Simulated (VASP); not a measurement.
# Zr (Fd-3m) in VASP: further runs, part 2 of 3

VASP 6.6.1. The steps go on from the part before.

## Step 4: Single point, BLYP (32.40 Å³/atom)

This run uses another cell than the first one, of 32.40 Å³/atom.

File INCAR:

```
AGGAC = 1.0 ; AGGAX = 1.0
ALDAC = 0.0 ; ALDAX = 1.0
ALGO = Normal ; EDIFF = 1E-6
ENCUT = 520 ; GGA = B5
ISIF = 2 ; ISMEAR = -1
LASPH = T ; LCHARG = T
LELF = T ; LREAL = F
LVHAR = T ; LWAVE = F
NBANDS = 19 ; NELM = 60
PREC = Accurate ; SIGMA = 0.1
```

File KPOINTS:

```
k-points
0
Gamma
  14 14 14
```

File POSCAR:

```
Zr
1.0
    0.0000000000      3.1878434786      3.1878434786
    3.1878434786      0.0000000000      3.1878434786
    3.1878434786      3.1878434786      0.0000000000
Zr
2
Direct
    0.1250000000      0.1250000000      0.1250000000
    0.8750000000      0.8750000000      0.8750000000
```

Potentials or basis: VASP PAW PBE potentials, release 64 (Zr_sv).

Run with:

```sh
cat potpaw_PBE.64/Zr_sv/POTCAR > POTCAR
mpirun -np 1 vasp_std > vasp.out
```

OUTCAR:

```text
EDIFF = 1E-6
   ENCUT = 520
   GGA = B5
   ISIF = 2
   ISMEAR = -1
   LASPH = T
   LREAL = F
   NELM = 60
   PREC = Accurate

 ion  position               nearest neighbor table
   1  0.125  0.125  0.125-   2 2.76   2 2.76   2 2.76   2 2.76
   2  0.875  0.875  0.875-   1 2.76   1 2.76   1 2.76   1 2.76

  LATTYP: Found a face centered cubic cell.
 ALAT       =     6.3756869572

  Lattice vectors:

 A1 = (   0.0000000000,   3.1878434786,   3.1878434786)
 A2 = (   3.1878434786,   0.0000000000,   3.1878434786)
 A3 = (   3.1878434786,   3.1878434786,   0.0000000000)

Analysis of symmetry for initial positions (statically):
=====================================================================
 Subroutine PRICEL returns:
 Original cell was already a primitive cell.

 Routine SETGRP: Setting up the symmetry group for a
 face centered cubic supercell.

 Subroutine GETGRP returns: Found 48 space group operations
 (whereof 12 operations were pure point group operations)
 out of a pool of 48 trial point group operations.

The static configuration has the point symmetry D_3d.
 The point group associated with its full space group is O_h .

Analysis of symmetry for dynamics (positions and initial velocities):
=====================================================================
 Subroutine PRICEL returns:
 Original cell was already a primitive cell.

 Routine SETGRP: Setting up the symmetry group for a
 face centered cubic supercell.

 Subroutine GETGRP returns: Found 48 space group operations
 (whereof 12 operations were pure point group operations)
 out of a pool of 48 trial point group operations.

The dynamic configuration has the point symmetry D_3d.
 The point group associated with its full space group is O_h .

 Subroutine INISYM returns: Found 48 space group operations
 (whereof 12 operations are pure point group operations),
 and found     1 'primitive' translations

----------------------------------------------------------------------------------------

                                     Primitive cell

  volume of cell :      64.7919

  direct lattice vectors                    reciprocal lattice vectors
     0.000000000  3.187843479  3.187843479    -0.156845844  0.156845844  0.156845844
     3.187843479  0.000000000  3.187843479     0.156845844 -0.156845844  0.156845844
     3.187843479  3.187843479  0.000000000     0.156845844  0.156845844 -0.156845844

  length of vectors
     4.508291482  4.508291482  4.508291482     0.271664970  0.271664970  0.271664970

  position of ions in fractional coordinates (direct lattice)
     0.125000000  0.125000000  0.125000000
     0.875000000  0.875000000  0.875000000

  ion indices of the primitive-cell ions
   primitive index   ion index
                 1           1
                 2           2

----------------------------------------------------------------------------------------

 KPOINTS: k-points

Automatic generation of k-mesh.
 Grid dimensions read from file:
 generate k-points for:   14   14   14

 Generating k-lattice:

  Cartesian coordinates                     Fractional coordinates (reciprocal lattice)
    -0.011203275  0.011203275  0.011203275     0.071428571  0.000000000  0.000000000
     0.011203275 -0.011203275  0.011203275     0.000000000  0.071428571  0.000000000
     0.011203275  0.011203275 -0.011203275     0.000000000  0.000000000  0.071428571

  Length of vectors
     0.019404641  0.019404641  0.019404641

  Shift w.r.t. Gamma in fractional coordinates (k-lattice)
     0.000000000  0.000000000  0.000000000

 Subroutine IBZKPT returns following result:
 ===========================================

 Found    104 irreducible k-points:

 Following reciprocal coordinates:
            Coordinates               Weight
  0.000000  0.000000  0.000000      1.000000
  0.071429  0.000000  0.000000      8.000000
  0.142857  0.000000  0.000000      8.000000
  0.214286  0.000000  0.000000      8.000000
  0.285714  0.000000  0.000000      8.000000
  0.357143  0.000000  0.000000      8.000000
[... 16 lines left out ...]
  0.214286  0.142857  0.000000     24.000000
  0.285714  0.142857  0.000000     24.000000
 [... further k-points ...]
   k-points           NKPTS =    104   k-points in BZ     NKDIM =    104   number of bands    NBANDS=     19
   number of dos      NEDOS =    301   number of ions     NIONS =      2
   total plane-waves  NPLWV =  46656
   dimension x,y,z NGX =    36 NGY =   36 NGZ =   36
   dimension x,y,z NGXF=    72 NGYF=   72 NGZF=   72
   ions per type =               2
   NGX,Y,Z   is equivalent  to a cutoff of  13.28, 13.28, 13.28 a.u.
   NGXF,Y,Z  is equivalent  to a cutoff of  26.55, 26.55, 26.55 a.u.
 SYSTEM =  unknown system
   PREC   = accura    normal or accurate (medium, high low for compatibility)
   ISTART =      0    job   : 0-new  1-cont  2-samecut
   ICHARG =      2    charge: 1-file 2-atom 10-const
   ISPIN  =      1    spin polarized calculation?
   LNONCOLLINEAR =      F non collinear calculations
   LSORBIT =      F    spin-orbit coupling
   LASPH  =      T    aspherical Exc in radial PAW
   ENCUT  =  520.0 eV  38.22 Ry    6.18 a.u.   8.38  8.38  8.38*2*pi/ulx,y,z
   NELM   =     60;   NELMIN=  2; NELMDL= -5     # of ELM steps
   EDIFF  = 0.1E-05   stopping-criterion for ELM
   LREAL  =      F    real-space projection
   EDIFFG = 0.1E-04   stopping-criterion for IOM
   NSW    =      0    number of steps for IOM
   IBRION =     -1    ionic relax: 0-MD 1-quasi-New 2-CG
   NFREE  =      0    steps in history (QN), initial steepest desc. (CG)
   ISIF   =      2    stress and relaxation
   ISYM   =      2    0-nonsym 1-usesym 2-fastsym
   POTIM  = 0.5000    time-step for ionic-motion
   TEBEG  =    0.0;   TEEND  =   0.0 temperature during run
   PSTRESS=    0.0 pullay stress
   NELECT =      24.0000    total number of electrons
   NUPDOWN=      -1.0000    fix difference up-down
   EMIN   =  10.00;   EMAX   =-10.00  energy-range for DOS
   EFERMI =   0.00;   METHOD = LEGACY
   ISMEAR =    -1;   SIGMA  =   0.10  broadening in eV -4-tet -1-fermi 0-gaus
   EFERMI_NEDOS =   21; number of points for ismear=-14 and -15
   IALGO  =     38    algorithm
   IMIX   =      4    mixing-type and parameters
     AMIX     =   0.40;   BMIX     =  1.00
     AMIX_MAG =   1.60;   BMIX_MAG =  1.00
  volume/ion in A,a.u.               =      32.40       218.62
  Fermi-wavevector in a.u.,A,eV,Ry     =   1.175723  2.221794 18.807660  1.382324
  Thomas-Fermi vector in A             =   2.312099
   LORBIT       =      0    0 simple, 1 ext, 2 COOP (PROOUT), +10 PAW based schemes
   GGA     = B5    functional components
   LHFCALC =     F    Hartree Fock is set to
   AEXX    =    0.0000 exact exchange contribution
   IVDW    =     0    specifies the selected vdW correction
   LEPSILON=     F    determine dielectric tensor
   LRPA    =     F    only Hartree local field effects (RPA)
 non-spin polarized calculation
  energy-cutoff  :      520.00
  volume of cell :       64.79
 maximum number of plane-waves:      1807
 NGX is ok and might be reduce to    36
   NGX = 17   NGY = 17   NGZ = 17

 number of electron      24.0000000 magnetization

 Free energy of the ion-electron system (eV)
  ---------------------------------------------------
  ext. energy  EPLUGINS =         0.00000000
  ---------------------------------------------------
  free energy    TOTEN  =       -10.67970606 eV

  energy without entropy =      -10.51272190  energy(sigma->0) =      -10.59621398

 E-fermi :   5.6964     XC(G=0):  -8.7082

 val. band max:        5.6946954204   @ k =   0.4286   0.2857   0.0714
 cond. band min:       5.6996301128   @ k =  -0.1429   0.0714   0.0000
 fundamental gap:      0.0049346924
 Fermi energy:         5.6964222682

 k-point     1 :       0.0000    0.0000    0.0000
  band No.  band energies     occupation
      1     -43.0589      2.00000
      2     -42.5708      2.00000
      3     -21.4631      2.00000
      4     -21.4631      2.00000
      5     -21.4631      2.00000
      6     -20.5861      2.00000
[... 11 lines left out ...]
     18      10.8414      0.00000
     19      10.8414      0.00000
[... 485 lines left out ...]
 k-point    24 :       0.2857    0.1429    0.0000
  band No.  band energies     occupation
      1     -42.9979      2.00000
      2     -42.6350      2.00000
      3     -21.5587      2.00000
      4     -21.5541      2.00000
      5     -21.3851      2.00000
      6     -20.6691      2.00000
[... 11 lines left out ...]
     18       9.9807      0.00000
     19      10.9658      0.00000

 [... further k-points ...]

------------------------ aborting loop because EDIFF is reached ----------------------------------------

  FORCE on cell =-STRESS in cart. coord.  units (eV):
  Direction    XX          YY          ZZ          XY          YZ          ZX
  --------------------------------------------------------------------------------------
  -------------------------------------------------------------------------------------
  Total        0.5052061      0.5052061      0.5052061     -0.0000000     -0.0000000      0.0000000
  in kB       12.4927545     12.4927545     12.4927545     -0.0000000     -0.0000000      0.0000000
  external PRESSURE =      12.4927545 kB  Pullay stress =       0.0000000 kB

 VOLUME and BASIS-vectors are now :
 -----------------------------------------------------------------------------
  energy-cutoff  :      520.00
  volume of cell :       64.79
      direct lattice vectors                 reciprocal lattice vectors
     0.000000000  3.187843479  3.187843479    -0.156845844  0.156845844  0.156845844
     3.187843479  0.000000000  3.187843479     0.156845844 -0.156845844  0.156845844
     3.187843479  3.187843479  0.000000000     0.156845844  0.156845844 -0.156845844

 POSITION                                       TOTAL-FORCE (eV/Angst)
 -----------------------------------------------------------------------------------
      0.79696      0.79696      0.79696        -0.000000     -0.000000     -0.000000
      5.57873      5.57873      5.57873         0.000000      0.000000      0.000000
 -----------------------------------------------------------------------------------
    total drift:                               -0.000000      0.000000      0.000000

  FREE ENERGIE OF THE ION-ELECTRON SYSTEM (eV)
  ---------------------------------------------------
  free  energy   TOTEN  =       -10.6797060592 eV

  energy  without entropy=      -10.5127219014  energy(sigma->0) =      -10.59621398
```

OSZICAR:

```text
N       E                     dE             d eps       ncg     rms          rms(c)
DAV:   1     0.219050365803E+03    0.21905E+03   -0.12894E+04  3952   0.120E+03
DAV:   2     0.463975613091E+01   -0.21441E+03   -0.21066E+03  4783   0.350E+02
DAV:   3    -0.103733810968E+02   -0.15013E+02   -0.14526E+02  7315   0.648E+01
DAV:   4    -0.108258983957E+02   -0.45252E+00   -0.45008E+00  4923   0.114E+01
DAV:   5    -0.108397304197E+02   -0.13832E-01   -0.13824E-01  5612   0.148E+00    0.111E+01
DAV:   6    -0.106582427395E+02    0.18149E+00   -0.59710E-01  4515   0.455E+00    0.495E+00
DAV:   7    -0.106744721105E+02   -0.16229E-01   -0.19996E-01  6807   0.242E+00    0.138E+00
DAV:   8    -0.106801176141E+02   -0.56455E-02   -0.39199E-02  5110   0.143E+00    0.170E-01
DAV:   9    -0.106796568782E+02    0.46074E-03   -0.40695E-03  4716   0.393E-01    0.653E-02
DAV:  10    -0.106797022472E+02   -0.45369E-04   -0.16641E-04  5678   0.925E-02    0.134E-02
DAV:  11    -0.106797055455E+02   -0.32984E-05   -0.89155E-06  4454   0.146E-02    0.159E-02
DAV:  12    -0.106797060592E+02   -0.51364E-06   -0.42879E-06  4342   0.191E-02
   1 F= -.10679706E+02 E0= -.10596214E+02  d E =-.166984E+00
```

stdout:

```text
POSCAR found type information on POSCAR Zr
 POSCAR found :  1 types and       2 ions
 scaLAPACK will be used
 -----------------------------------------------------------------------------
|                                                                             |
|                                                                             |
|     You enforced a specific xc type in the INCAR file but a different       |
|     I HOPE YOU KNOW WHAT YOU ARE DOING!                                     |
|                                                                             |
 -----------------------------------------------------------------------------

 LDA part: xc-table for (Slater(with rela. corr.)+VWN5), standard interpolation
 POSCAR, INCAR and KPOINTS ok, starting setup
 FFT: planning ... GRIDC
 FFT: planning ... GRID_SOFT
 FFT: planning ... GRID
 WAVECAR not read
 entering main loop
```

Wall time 59 s (1 thread of Intel Xeon 6975P-C (Granite Rapids), shared host); peak memory 0.26 GiB.

What came out:

- Free energy: -10.6797 eV
- Pressure: 1.2 GPa
- Band gap on the k mesh: zero (bands 12 and 13 overlap by 0.19 eV)

Caveat: the PAW data sets were made with another functional, which shifts forces and pressure a little.

(Part 2 of 3 ends here.)
